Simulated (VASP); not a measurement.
The system is TaN.

```
CELL_PARAMETERS angstrom
5.19989 0.00000 0.00000
-2.59994 4.50323 0.00000
0.00000 0.00000 2.90720
ATOMIC_POSITIONS crystal
Ta 0.00000 0.00000 0.00000
Ta 0.33333 0.66667 0.50000
Ta 0.66667 0.33333 0.50000
N 0.50000 0.00000 0.00000
N 0.50000 0.50000 0.00000
N 0.00000 0.50000 0.00000
```

Base run:

```yaml
Program: VASP 6.6.1
Functional: PBEsol
Potentials_or_basis: VASP PAW PBE potentials, release 64 (Ta_sv_GW, N)
Cutoff: 600 eV
k_mesh: 5 × 5 × 8
Occupations: fermi-dirac, width 0.05 eV
Spin: no spin polarisation
```

Its results: band gap on the k mesh zero (band 27 reaches 12.86 eV, above the bottom of band 28 at 10.72 eV); pressure 0.1 GPa.

**Question.** The run is repeated on the same cell with these changes: potentials or basis from VASP PAW PBE potentials, release 64 (Ta_sv_GW, N) to VASP PAW PBE potentials, release 64 (Ta_pv, N); cutoff from 600 eV to 520 eV; further incar settings from ALGO = Normal; EDIFF = 1e-06; NBANDS = 36 to ALGO = Normal; EDIFF = 1e-07; NBANDS = 33; valence electrons from 54 to 48. What comes out?

**Answer.** Band gap on the k mesh zero (band 24 reaches 8.87 eV, above the bottom of band 25 at 6.73 eV); pressure 0.9 GPa.

Caveats: the PAW data sets were made with another functional, which shifts forces and pressure a little; spin-orbit coupling is left out, which moves the levels of the heavy elements.
